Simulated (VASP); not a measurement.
# GaCo (Pm-3m) in VASP: further runs

The runs below take GaCo through single point, with LDA.

Everything below comes from runs of VASP 6.6.1. Logs are shortened: lines on timing, memory, paths and dates and some standing lists are left out, and cuts for length are marked.

### Step 1. The cell of the first run

It takes space group Pm-3m (No. 221, cubic). The conventional cell has a = 2.878 Å, b = 2.878 Å, c = 2.878 Å, α = 90.00°, β = 90.00°, γ = 90.00°. Ga (site symmetry m-3m) has 8 Co at 2.49 Å and 6 Ga at 2.88 Å within 3.3 Å. Within 3.3 Å of Co (site symmetry m-3m) lie 8 Ga at 2.49 Å and 6 Co at 2.88 Å.

### Step 2. Single point, LDA, collinear spin, ferromagnetic start

INCAR reads:

```
PREC = Accurate
ENCUT = 520
EDIFF = 1E-7
ISMEAR = -1
SIGMA = 0.08
LREAL = False
LASPH = True
NELM = 150
ALGO = Normal
ISIF = 2
LWAVE = False
LCHARG = False
ISPIN = 2
MAGMOM = 0 0.2
LORBIT = 11
NUPDOWN = 0.2
LMAXMIX = 4
NBANDS = 22
```

KPOINTS reads:

```
Automatic mesh
0
Gamma
  11 11 11
```

POSCAR reads:

```
GaCo
1.0
    2.8780000000      0.0000000000      0.0000000000
    0.0000000000      2.8780000000      0.0000000000
    0.0000000000      0.0000000000      2.8780000000
Ga Co
1 1
Direct
    0.5000000000      0.5000000000      0.5000000000
    0.0000000000      0.0000000000      0.0000000000
```

Potentials or basis: VASP PAW LDA potentials, release 64 (Ga_d, Co).

On the command line:

```sh
cat potpaw_LDA.64/Ga_d/POTCAR potpaw_LDA.64/Co/POTCAR > POTCAR
mpirun -np 1 vasp_std > vasp.out
```

OUTCAR:

```text
PREC = Accurate
   ENCUT = 520
   EDIFF = 1E-7
   ISMEAR = -1
   LREAL = False
   LASPH = True
   NELM = 150
   ISIF = 2
   ISPIN = 2
   LORBIT = 11
   NUPDOWN = 0.2

 ion  position               nearest neighbor table
   1  0.500  0.500  0.500-   2 2.49   2 2.49   2 2.49   2 2.49   2 2.49   2 2.49   2 2.49   2 2.49

   2  0.000  0.000  0.000-   1 2.49   1 2.49   1 2.49   1 2.49   1 2.49   1 2.49   1 2.49   1 2.49

  LATTYP: Found a simple cubic cell.
 ALAT       =     2.8780000000

  Lattice vectors:

 A1 = (   2.8780000000,   0.0000000000,   0.0000000000)
 A2 = (   0.0000000000,   2.8780000000,   0.0000000000)
 A3 = (   0.0000000000,   0.0000000000,   2.8780000000)

Analysis of symmetry for initial positions (statically):
=====================================================================
 Subroutine PRICEL returns:
 Original cell was already a primitive cell.

 Routine SETGRP: Setting up the symmetry group for a
 simple cubic supercell.

 Subroutine GETGRP returns: Found 48 space group operations
 (whereof 48 operations were pure point group operations)
 out of a pool of 48 trial point group operations.

The static configuration has the point symmetry O_h .

Analysis of symmetry for dynamics (positions and initial velocities):
=====================================================================
 Subroutine PRICEL returns:
 Original cell was already a primitive cell.

 Routine SETGRP: Setting up the symmetry group for a
 simple cubic supercell.

 Subroutine GETGRP returns: Found 48 space group operations
 (whereof 48 operations were pure point group operations)
 out of a pool of 48 trial point group operations.

The dynamic configuration has the point symmetry O_h .

Analysis of structural, dynamic, and magnetic symmetry:
=====================================================================
 Subroutine PRICEL returns:
 Original cell was already a primitive cell.

 Routine SETGRP: Setting up the symmetry group for a
 simple cubic supercell.

 Subroutine GETGRP returns: Found 48 space group operations
 (whereof 48 operations were pure point group operations)
 out of a pool of 48 trial point group operations.

The overall configuration has the point symmetry O_h .

 Subroutine INISYM returns: Found 48 space group operations
 (whereof 48 operations are pure point group operations),
 and found     1 'primitive' translations

----------------------------------------------------------------------------------------

                                     Primitive cell

  volume of cell :      23.8381

  direct lattice vectors                    reciprocal lattice vectors
     2.878000000  0.000000000  0.000000000     0.347463516  0.000000000  0.000000000
     0.000000000  2.878000000  0.000000000     0.000000000  0.347463516  0.000000000
     0.000000000  0.000000000  2.878000000     0.000000000  0.000000000  0.347463516

  length of vectors
     2.878000000  2.878000000  2.878000000     0.347463516  0.347463516  0.347463516

  position of ions in fractional coordinates (direct lattice)
     0.500000000  0.500000000  0.500000000
     0.000000000  0.000000000  0.000000000

  ion indices of the primitive-cell ions
   primitive index   ion index
                 1           1
                 2           2

----------------------------------------------------------------------------------------

 KPOINTS: Automatic mesh

Automatic generation of k-mesh.
 Grid dimensions read from file:
 generate k-points for:   11   11   11

 Generating k-lattice:

  Cartesian coordinates                     Fractional coordinates (reciprocal lattice)
     0.031587592  0.000000000  0.000000000     0.090909091  0.000000000  0.000000000
     0.000000000  0.031587592  0.000000000     0.000000000  0.090909091  0.000000000
     0.000000000  0.000000000  0.031587592     0.000000000  0.000000000  0.090909091

  Length of vectors
     0.031587592  0.031587592  0.031587592

  Shift w.r.t. Gamma in fractional coordinates (k-lattice)
     0.000000000  0.000000000  0.000000000

 Subroutine IBZKPT returns following result:
 ===========================================

 Found     56 irreducible k-points:

 Following reciprocal coordinates:
            Coordinates               Weight
  0.000000  0.000000  0.000000      1.000000
  0.090909  0.000000  0.000000      6.000000
  0.181818  0.000000  0.000000      6.000000
  0.272727  0.000000  0.000000      6.000000
  0.363636  0.000000  0.000000      6.000000
  0.454545  0.000000  0.000000      6.000000
[... 16 lines left out ...]
  0.181818  0.090909  0.090909     24.000000
  0.272727  0.090909  0.090909     24.000000
 [... further k-points ...]
   k-points           NKPTS =     56   k-points in BZ     NKDIM =     56   number of bands    NBANDS=     22
   number of dos      NEDOS =    301   number of ions     NIONS =      2
   total plane-waves  NPLWV =  13824
   dimension x,y,z NGX =    24 NGY =   24 NGZ =   24
   dimension x,y,z NGXF=    48 NGYF=   48 NGZF=   48
   ions per type =               1   1
   NGX,Y,Z   is equivalent  to a cutoff of  13.86, 13.86, 13.86 a.u.
   NGXF,Y,Z  is equivalent  to a cutoff of  27.73, 27.73, 27.73 a.u.
 SYSTEM =  unknown system
   PREC   = accura    normal or accurate (medium, high low for compatibility)
   ISTART =      0    job   : 0-new  1-cont  2-samecut
   ICHARG =      2    charge: 1-file 2-atom 10-const
   ISPIN  =      2    spin polarized calculation?
   LNONCOLLINEAR =      F non collinear calculations
   LSORBIT =      F    spin-orbit coupling
   LASPH  =      T    aspherical Exc in radial PAW
   ENCUT  =  520.0 eV  38.22 Ry    6.18 a.u.   5.35  5.35  5.35*2*pi/ulx,y,z
   NELM   =    150;   NELMIN=  2; NELMDL= -5     # of ELM steps
   EDIFF  = 0.1E-06   stopping-criterion for ELM
   LREAL  =      F    real-space projection
   EDIFFG = 0.1E-05   stopping-criterion for IOM
   NSW    =      0    number of steps for IOM
   IBRION =     -1    ionic relax: 0-MD 1-quasi-New 2-CG
   NFREE  =      0    steps in history (QN), initial steepest desc. (CG)
   ISIF   =      2    stress and relaxation
   ISYM   =      2    0-nonsym 1-usesym 2-fastsym
   POTIM  = 0.5000    time-step for ionic-motion
   TEBEG  =    0.0;   TEEND  =   0.0 temperature during run
   PSTRESS=    0.0 pullay stress
   NELECT =      22.0000    total number of electrons
   NUPDOWN=       0.2000    fix difference up-down
   EMIN   =  10.00;   EMAX   =-10.00  energy-range for DOS
   EFERMI =   0.00;   METHOD = LEGACY
   ISMEAR =    -1;   SIGMA  =   0.08  broadening in eV -4-tet -1-fermi 0-gaus
   EFERMI_NEDOS =   21; number of points for ismear=-14 and -15
   IALGO  =     38    algorithm
   IMIX   =      4    mixing-type and parameters
     AMIX     =   0.40;   BMIX     =  1.00
     AMIX_MAG =   1.60;   BMIX_MAG =  1.00
  volume/ion in A,a.u.               =      11.92        80.43
  Fermi-wavevector in a.u.,A,eV,Ry     =   1.593890  3.012015 34.565389  2.540484
  Thomas-Fermi vector in A             =   2.692049
   LORBIT       =     11    0 simple, 1 ext, 2 COOP (PROOUT), +10 PAW based schemes
   GGA     = CA    functional components
   LHFCALC =     F    Hartree Fock is set to
   AEXX    =    0.0000 exact exchange contribution
   IVDW    =     0    specifies the selected vdW correction
   LEPSILON=     F    determine dielectric tensor
   LRPA    =     F    only Hartree local field effects (RPA)
 spin polarized calculation
  energy-cutoff  :      520.00
  volume of cell :       23.84
 maximum number of plane-waves:       659
 NGX is ok and might be reduce to    24
   NGX = 11   NGY = 11   NGZ = 11

 number of electron      22.0000018 magnetization       0.2000000

 Free energy of the ion-electron system (eV)
  ---------------------------------------------------
  ext. energy  EPLUGINS =         0.00000000
  ---------------------------------------------------
  free energy    TOTEN  =       -12.47037678 eV

  energy without entropy =      -12.44498933  energy(sigma->0) =      -12.45768306

 E-fermi :   9.3653     XC(G=0): -13.5395

 val. band max:        9.4922562746   @ k =   0.4545   0.0909   0.0909
 cond. band min:       9.4248733560   @ k =   0.4545   0.4545   0.0000
 fundamental gap:     -0.0673829186
 Fermi energy:         9.4969164643

 spin component 1

 k-point     1 :       0.0000    0.0000    0.0000
  band No.  band energies     occupation
      1      -5.7228      1.00000
      2      -5.7228      1.00000
      3      -5.3800      1.00000
      4      -5.3800      1.00000
      5      -5.3800      1.00000
      6      -2.5486      1.00000
[... 14 lines left out ...]
     21      34.5936      0.00000
     22      34.5936      0.00000
[... 552 lines left out ...]
  band No.  band energies     occupation
      1      -5.6594      1.00000
      2      -5.5513      1.00000
      3      -5.4550      1.00000
      4      -5.4477      1.00000
      5      -5.3865      1.00000
      6      -0.8517      1.00000
[... 14 lines left out ...]
     21      30.2256      0.00000
     22      32.5187      0.00000

 [... further k-points ...]

 spin component 2

 k-point     1 :       0.0000    0.0000    0.0000
  band No.  band energies     occupation
      1      -5.7246      1.00000
      2      -5.7246      1.00000
      3      -5.3816      1.00000
      4      -5.3816      1.00000
      5      -5.3816      1.00000
      6      -2.5428      1.00000
[... 14 lines left out ...]
     21      34.6276      0.00000
     22      34.6276      0.00000
[... 552 lines left out ...]
  band No.  band energies     occupation
      1      -5.6614      1.00000
      2      -5.5531      1.00000
      3      -5.4565      1.00000
      4      -5.4492      1.00000
      5      -5.3881      1.00000
      6      -0.8460      1.00000
[... 14 lines left out ...]
     21      30.2502      0.00000
     22      32.5398      0.00000

 [... further k-points ...]

------------------------ aborting loop because EDIFF is reached ----------------------------------------

  FORCE on cell =-STRESS in cart. coord.  units (eV):
  Direction    XX          YY          ZZ          XY          YZ          ZX
  --------------------------------------------------------------------------------------
  -------------------------------------------------------------------------------------
  Total       -1.8767752     -1.8767752     -1.8767752     -0.0000000     -0.0000000     -0.0000000
  in kB     -126.1393157   -126.1393157   -126.1393157     -0.0000000     -0.0000000     -0.0000000
  external PRESSURE =    -126.1393157 kB  Pullay stress =       0.0000000 kB

 VOLUME and BASIS-vectors are now :
 -----------------------------------------------------------------------------
  energy-cutoff  :      520.00
  volume of cell :       23.84
      direct lattice vectors                 reciprocal lattice vectors
     2.878000000  0.000000000  0.000000000     0.347463516  0.000000000  0.000000000
     0.000000000  2.878000000  0.000000000     0.000000000  0.347463516  0.000000000
     0.000000000  0.000000000  2.878000000     0.000000000  0.000000000  0.347463516

 POSITION                                       TOTAL-FORCE (eV/Angst)
 -----------------------------------------------------------------------------------
      1.43900      1.43900      1.43900         0.000000      0.000000      0.000000
      0.00000      0.00000      0.00000         0.000000      0.000000      0.000000
 -----------------------------------------------------------------------------------
    total drift:                                0.000000      0.000000     -0.000000

  FREE ENERGIE OF THE ION-ELECTRON SYSTEM (eV)
  ---------------------------------------------------
  free  energy   TOTEN  =       -12.4703767769 eV

  energy  without entropy=      -12.4449893342  energy(sigma->0) =      -12.45768306

 total charge

# of ion       s       p       d       tot
------------------------------------------
    1        0.858   0.892  10.050  11.800
    2        0.390   0.448   7.528   8.366
--------------------------------------------------
tot          1.249   1.339  17.578  20.166

 magnetization (x)

# of ion       s       p       d       tot
------------------------------------------
    1       -0.002  -0.003  -0.002  -0.006
    2        0.003   0.000   0.206   0.209
--------------------------------------------------
tot          0.001  -0.002   0.204   0.202
```

Wall time 61 s (1 thread of Intel Xeon 8259CL, shared host); peak memory 0.17 GiB.

Results:

- Free energy: -12.4704 eV
- Pressure: -12.6 GPa
- Net moment: 0.20 μB per cell
- Site moments: Ga -0.01; Co +0.21 μB
- Valence electrons inside the program's atomic spheres: Ga 11.80; Co 8.37

Caveat: the cell stands under tension; the total moment is fixed, so each spin has its own Fermi level and the state may be an excited one.

### Step 3. Single point, LDA, collinear spin, ferromagnetic start

INCAR reads:

```
SYSTEM = GaCo
ALGO = Normal ; EDIFF = 1E-6
ENCUT = 520 ; GGA = CA
ISIF = 2 ; ISMEAR = -1
ISPIN = 2 ; LASPH = .TRUE.
LCHARG = .TRUE. ; LELF = .TRUE.
LMAXMIX = 4 ; LORBIT = 11
LREAL = .FALSE. ; LVHAR = .TRUE.
LWAVE = .FALSE. ; MAGMOM = 0 0.5
NBANDS = 22 ; NELM = 150
NUPDOWN = 0.5 ; PREC = Accurate
SIGMA = 0.08
```

KPOINTS reads:

```
k-points
0
G
  11 11 11
  0 0 0
```

POSCAR is that of step 2.

Potentials or basis: VASP PAW LDA potentials, release 64 (Ga_d, Co).

On the command line:

```sh
cat potpaw_LDA.64/Ga_d/POTCAR potpaw_LDA.64/Co/POTCAR > POTCAR
mpirun -np 1 vasp_std > vasp.out
```

OUTCAR:

```text
SYSTEM = GaCo
   EDIFF = 1E-6
   ENCUT = 520
   GGA = CA
   ISIF = 2
   ISMEAR = -1
   ISPIN = 2
   LASPH = .TRUE.
   LORBIT = 11
   LREAL = .FALSE.
   NELM = 150
   NUPDOWN = 0.5
   PREC = Accurate

 ion  position               nearest neighbor table
   1  0.500  0.500  0.500-   2 2.49   2 2.49   2 2.49   2 2.49   2 2.49   2 2.49   2 2.49   2 2.49

   2  0.000  0.000  0.000-   1 2.49   1 2.49   1 2.49   1 2.49   1 2.49   1 2.49   1 2.49   1 2.49

  LATTYP: Found a simple cubic cell.
 ALAT       =     2.8780000000

  Lattice vectors:

 A1 = (   2.8780000000,   0.0000000000,   0.0000000000)
 A2 = (   0.0000000000,   2.8780000000,   0.0000000000)
 A3 = (   0.0000000000,   0.0000000000,   2.8780000000)

Analysis of symmetry for initial positions (statically):
=====================================================================
 Subroutine PRICEL returns:
 Original cell was already a primitive cell.

 Routine SETGRP: Setting up the symmetry group for a
 simple cubic supercell.

 Subroutine GETGRP returns: Found 48 space group operations
 (whereof 48 operations were pure point group operations)
[... 1389 lines left out ...]
     22      32.5608      0.00000

 [... further k-points ...]

------------------------ aborting loop because EDIFF is reached ----------------------------------------

  FORCE on cell =-STRESS in cart. coord.  units (eV):
  Direction    XX          YY          ZZ          XY          YZ          ZX
  --------------------------------------------------------------------------------------
  -------------------------------------------------------------------------------------
  Total       -1.7093830     -1.7093830     -1.7093830      0.0000000      0.0000000     -0.0000000
  in kB     -114.8887705   -114.8887705   -114.8887705      0.0000000      0.0000000     -0.0000000
  external PRESSURE =    -114.8887705 kB  Pullay stress =       0.0000000 kB

 VOLUME and BASIS-vectors are now :
 -----------------------------------------------------------------------------
  energy-cutoff  :      520.00
  volume of cell :       23.84
      direct lattice vectors                 reciprocal lattice vectors
     2.878000000  0.000000000  0.000000000     0.347463516  0.000000000  0.000000000
     0.000000000  2.878000000  0.000000000     0.000000000  0.347463516  0.000000000
     0.000000000  0.000000000  2.878000000     0.000000000  0.000000000  0.347463516

 POSITION                                       TOTAL-FORCE (eV/Angst)
 -----------------------------------------------------------------------------------
      1.43900      1.43900      1.43900         0.000000      0.000000      0.000000
      0.00000      0.00000      0.00000         0.000000      0.000000      0.000000
 -----------------------------------------------------------------------------------
    total drift:                                0.000000      0.000000     -0.000000

  FREE ENERGIE OF THE ION-ELECTRON SYSTEM (eV)
  ---------------------------------------------------
  free  energy   TOTEN  =       -12.4283943614 eV

  energy  without entropy=      -12.3983607732  energy(sigma->0) =      -12.41337757

 total charge

# of ion       s       p       d       tot
------------------------------------------
    1        0.859   0.897  10.048  11.803
    2        0.395   0.446   7.522   8.363
--------------------------------------------------
tot          1.253   1.343  17.570  20.166

 magnetization (x)

# of ion       s       p       d       tot
------------------------------------------
    1       -0.005  -0.005  -0.001  -0.011
    2        0.007   0.005   0.499   0.511
--------------------------------------------------
tot          0.002   0.000   0.497   0.500
```

stdout:

```text
POSCAR found type information on POSCAR GaCo
 POSCAR found :  2 types and       2 ions
 scaLAPACK will be used
 LDA part: xc-table for (Slater(with rela. corr.)+CA(PZ))
 , standard interpolation
 POSCAR, INCAR and KPOINTS ok, starting setup
 FFT: planning ... GRIDC
 FFT: planning ... GRID_SOFT
 FFT: planning ... GRID
 WAVECAR not read
 entering main loop
```

Wall time 63 s (1 thread of Intel Xeon 8259CL, shared host); peak memory 0.17 GiB.

Results:

- Free energy: -12.4284 eV
- Pressure: -11.5 GPa
- Net moment: 0.50 μB per cell
- Site moments: Ga -0.01; Co +0.51 μB
- Valence electrons inside the program's atomic spheres: Ga 11.80; Co 8.36

Caveat: the cell stands under tension; the total moment is fixed, so each spin has its own Fermi level and the state may be an excited one.
